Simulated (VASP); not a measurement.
# C (Fd-3m) in VASP: single point with LDA

Aim: the single point of C with LDA.

Program: VASP 6.6.1. These are calculated values, not measurements. Logs are shortened: lines on timing, memory, paths and dates and some standing lists are left out, and cuts for length are marked.

## Step 1: The cell of the first run

The structure is cubic, space group Fd-3m (No. 227). The conventional cell has a = 3.532 Å, b = 3.532 Å, c = 3.532 Å, α = 90.00°, β = 90.00°, γ = 90.00°. Within 2.0 Å of C (site symmetry -43m) lie 4 C at 1.53 Å.

## Step 2: Single point, LDA

Contents of INCAR:

```
SYSTEM = C
ALGO = Normal ; EDIFF = 1E-6
ENCUT = 1300 ; GGA = CA
GGA_COMPAT = .False. ; ISIF = 2
ISMEAR = -1 ; LASPH = .True.
LCHARG = .True. ; LELF = .True.
LREAL = .False. ; LVHAR = .True.
LWAVE = .False. ; NBANDS = 11
NELM = 120 ; PREC = Accurate
SIGMA = 0.1
```

Contents of KPOINTS:

```
k-points
0
Gamma
  16 16 16
  0 0 0
```

Contents of POSCAR:

```
C
1.0
    1.7658738580      1.7658738580      0.0000000000
   -1.7658738580      1.7658738580      0.0000000000
    0.0000000000      1.7658738580      1.7658738580
C
2
Direct
    0.5000000000      0.5000000000      0.0000000000
    0.7500000000      0.2500000000      0.5000000000
```

Potentials or basis: VASP PAW LDA potentials, release 64 (C_h).

On the command line:

```bash
$ cat potpaw_LDA.64/C_h/POTCAR > POTCAR
$ mpirun -np 1 vasp_std > vasp.out
```

OUTCAR:

```text
SYSTEM = C
   EDIFF = 1E-6
   ENCUT = 1300
   GGA = CA
   ISIF = 2
   ISMEAR = -1
   LASPH = .True.
   LREAL = .False.
   NELM = 120
   PREC = Accurate

 ion  position               nearest neighbor table
   1  0.500  0.500  0.000-
   2  0.750  0.250  0.500-

  LATTYP: Found a face centered cubic cell.
 ALAT       =     3.5317477160

  Lattice vectors:

 A1 = (   0.0000000000,   1.7658738580,   1.7658738580)
 A2 = (   1.7658738580,   0.0000000000,   1.7658738580)
 A3 = (   1.7658738580,   1.7658738580,   0.0000000000)

Analysis of symmetry for initial positions (statically):
=====================================================================
 Subroutine PRICEL returns:
 Original cell was already a primitive cell.

 Routine SETGRP: Setting up the symmetry group for a
 face centered cubic supercell.

 Subroutine GETGRP returns: Found 48 space group operations
 (whereof 24 operations were pure point group operations)
 out of a pool of 48 trial point group operations.

The static configuration has the point symmetry T_d .
 The point group associated with its full space group is O_h .

Analysis of symmetry for dynamics (positions and initial velocities):
=====================================================================
 Subroutine PRICEL returns:
 Original cell was already a primitive cell.

 Routine SETGRP: Setting up the symmetry group for a
 face centered cubic supercell.

 Subroutine GETGRP returns: Found 48 space group operations
 (whereof 24 operations were pure point group operations)
 out of a pool of 48 trial point group operations.

The dynamic configuration has the point symmetry T_d .
 The point group associated with its full space group is O_h .

 Subroutine INISYM returns: Found 48 space group operations
 (whereof 24 operations are pure point group operations),
 and found     1 'primitive' translations

----------------------------------------------------------------------------------------

                                     Primitive cell

  volume of cell :      11.0131

  direct lattice vectors                    reciprocal lattice vectors
     1.765873858  1.765873858  0.000000000     0.283145932  0.283145932 -0.283145932
    -1.765873858  1.765873858  0.000000000    -0.283145932  0.283145932 -0.283145932
[... 90 lines left out ...]
   NFREE  =      0    steps in history (QN), initial steepest desc. (CG)
   ISIF   =      2    stress and relaxation
   ISYM   =      2    0-nonsym 1-usesym 2-fastsym
   POTIM  = 0.5000    time-step for ionic-motion
   TEBEG  =    0.0;   TEEND  =   0.0 temperature during run
   PSTRESS=    0.0 pullay stress
   NELECT =       8.0000    total number of electrons
   NUPDOWN=      -1.0000    fix difference up-down
   EMIN   =  10.00;   EMAX   =-10.00  energy-range for DOS
   EFERMI =   0.00;   METHOD = LEGACY
   ISMEAR =    -1;   SIGMA  =   0.10  broadening in eV -4-tet -1-fermi 0-gaus
   EFERMI_NEDOS =   21; number of points for ismear=-14 and -15
   IALGO  =     38    algorithm
   IMIX   =      4    mixing-type and parameters
     AMIX     =   0.40;   BMIX     =  1.00
     AMIX_MAG =   1.60;   BMIX_MAG =  1.00
  volume/ion in A,a.u.               =       5.51        37.16
  Fermi-wavevector in a.u.,A,eV,Ry     =   1.471641  2.780998 29.466500  2.165727
  Thomas-Fermi vector in A             =   2.586752
   LORBIT       =      0    0 simple, 1 ext, 2 COOP (PROOUT), +10 PAW based schemes
   GGA     = CA    functional components
   LHFCALC =     F    Hartree Fock is set to
   AEXX    =    0.0000 exact exchange contribution
   IVDW    =     0    specifies the selected vdW correction
   LEPSILON=     F    determine dielectric tensor
   LRPA    =     F    only Hartree local field effects (RPA)
 non-spin polarized calculation
  energy-cutoff  :     1300.00
  volume of cell :       11.01
 maximum number of plane-waves:      1211
 NGX is ok and might be reduce to    30
   NGX = 15   NGY = 15   NGZ = 15

 number of electron       8.0000000 magnetization

 Free energy of the ion-electron system (eV)
  ---------------------------------------------------
  ext. energy  EPLUGINS =         0.00000000
  ---------------------------------------------------
  free energy    TOTEN  =       -20.26748915 eV

  energy without entropy =      -20.26748915  energy(sigma->0) =      -20.26748915

 E-fermi :  13.2473     XC(G=0): -13.7972

 val. band max:       11.3374954029   @ k =   0.0000   0.0000   0.0000
 cond. band min:      15.5103636689   @ k =  -0.3750   0.3750   0.0000
 fundamental gap:      4.1728682660
 Fermi energy:        13.2473267928

 k-point     1 :       0.0000    0.0000    0.0000
  band No.  band energies     occupation
      1     -10.3803      2.00000
      2      11.3375      2.00000
      3      11.3375      2.00000
      4      11.3375      2.00000
      5      16.9640      0.00000
      6      16.9640      0.00000
      7      16.9640      0.00000
      8      25.5678      0.00000
      9      30.7356      0.00000
     10      38.2900      0.00000
     11      38.2900      0.00000
[... 309 lines left out ...]
 k-point    24 :      -0.0625    0.0625    0.0000
  band No.  band energies     occupation
      1     -10.2334      2.00000
      2      10.7640      2.00000
      3      10.7640      2.00000
      4      11.0004      2.00000
      5      16.8532      0.00000
      6      17.6623      0.00000
      7      17.6623      0.00000
      8      25.6145      0.00000
      9      30.9823      0.00000
     10      34.9812      0.00000
     11      38.4763      0.00000

 [... further k-points ...]

------------------------ aborting loop because EDIFF is reached ----------------------------------------

  FORCE on cell =-STRESS in cart. coord.  units (eV):
  Direction    XX          YY          ZZ          XY          YZ          ZX
  --------------------------------------------------------------------------------------
  -------------------------------------------------------------------------------------
  Total        0.0627485      0.0627485      0.0627485      0.0000000      0.0000000      0.0000000
  in kB        9.1286186      9.1286186      9.1286186      0.0000000      0.0000000      0.0000000
  external PRESSURE =       9.1286186 kB  Pullay stress =       0.0000000 kB

 VOLUME and BASIS-vectors are now :
 -----------------------------------------------------------------------------
  energy-cutoff  :     1300.00
  volume of cell :       11.01
      direct lattice vectors                 reciprocal lattice vectors
     1.765873858  1.765873858  0.000000000     0.283145932  0.283145932 -0.283145932
    -1.765873858  1.765873858  0.000000000    -0.283145932  0.283145932 -0.283145932
     0.000000000  1.765873858  1.765873858     0.000000000  0.000000000  0.566291865

 POSITION                                       TOTAL-FORCE (eV/Angst)
 -----------------------------------------------------------------------------------
      0.00000      1.76587      0.00000        -0.000000      0.000000      0.000000
      0.88294      2.64881      0.88294         0.000000     -0.000000      0.000000
 -----------------------------------------------------------------------------------
    total drift:                               -0.000000      0.000000     -0.000000

  FREE ENERGIE OF THE ION-ELECTRON SYSTEM (eV)
  ---------------------------------------------------
  free  energy   TOTEN  =       -20.2674891533 eV

  energy  without entropy=      -20.2674891532  energy(sigma->0) =      -20.26748915
```

Wall time 28 s (1 thread of AMD EPYC 9R45 (Zen 5), shared host); peak memory 0.15 GiB.

What came out:

- Free energy: -20.2675 eV
- Pressure: 0.9 GPa
- Band gap on the k mesh: 4.17 eV (least direct gap 5.63 eV)
